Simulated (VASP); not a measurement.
Write the native input for VASP 6.6.1 that does the following.

| Quantity | Value |
| --- | --- |
| Task | relaxation of shape and atoms at fixed volume |
| Functional | LDA |
| Potentials or basis | VASP PAW LDA potentials, release 64 (Rb_sv, Pd, C) |
| Cutoff | 600 eV |
| k mesh | 6 × 6 × 6 |
| Occupations | gaussian, width 0.02 eV |
| Spin | no spin polarisation |
| Dipole correction | no |
| Further INCAR settings | ALGO = Normal; EDIFF = 1e-06; IBRION = 2; EDIFFG = -0.01; NSW = 50; ISIF = 4 |

The structure of Rb2PdC2 lies in POSCAR:

```
Rb2PdC2
1.0
    5.3279434204      0.0000000000      0.0000000000
   -2.6639717102      4.6141343520      0.0000000000
    0.0000000000      0.0000000000      5.2563143165
Rb Pd C
2 1 2
Direct
    0.3333333333      0.6666666667      0.2783149312
    0.6666666667      0.3333333333      0.7216850688
    0.0000000000      0.0000000000      0.0000000000
    0.0000000000      0.0000000000      0.3786597653
    0.0000000000      0.0000000000      0.6213402347
```

These files were run (other wordings do the same):

INCAR

```
PREC     = Accurate       # precision mode
ENCUT    = 600            # plane-wave cutoff, eV
EDIFF    = 1E-6           # SCF threshold, eV
ISMEAR   = 0              # smearing method
SIGMA    = 0.02           # smearing width, eV
LREAL    = False          # projectors in reciprocal space
LASPH    = True           # aspherical terms in the spheres
NELM     = 100            # most SCF steps
ALGO     = Normal         # electronic algorithm
ISIF     = 4              # what is computed and relaxed
LWAVE    = False          # write WAVECAR
LCHARG   = False          # write CHGCAR
GGA      = CA             # functional
IBRION   = 2              # ionic algorithm
NSW      = 50             # ionic steps
EDIFFG   = -0.01          # ionic threshold
```

KPOINTS

```
Automatic mesh
0
Gamma
  6 6 6
```

Potentials or basis: VASP PAW LDA potentials, release 64 (Rb_sv, Pd, C).

Command:

```bash
$ cat potpaw_LDA.64/Rb_sv/POTCAR potpaw_LDA.64/Pd/POTCAR potpaw_LDA.64/C/POTCAR > POTCAR
$ mpirun -np 1 vasp_std > vasp.out
```

Results of the run:

```yaml
Energy_gained_by_relaxing: 1.6 meV/atom
Ionic_steps: 8
Pressure_after_relaxing: -1.5 GPa
Largest_force_after_relaxing: 0.004 eV/Å
Band_gap_on_the_k_mesh: 1.45 eV
```

It took 4.7 min on 1 thread of Intel(R) Xeon(R) 6975P-C (Granite Rapids) (shared host), peak memory 0.32 GiB.
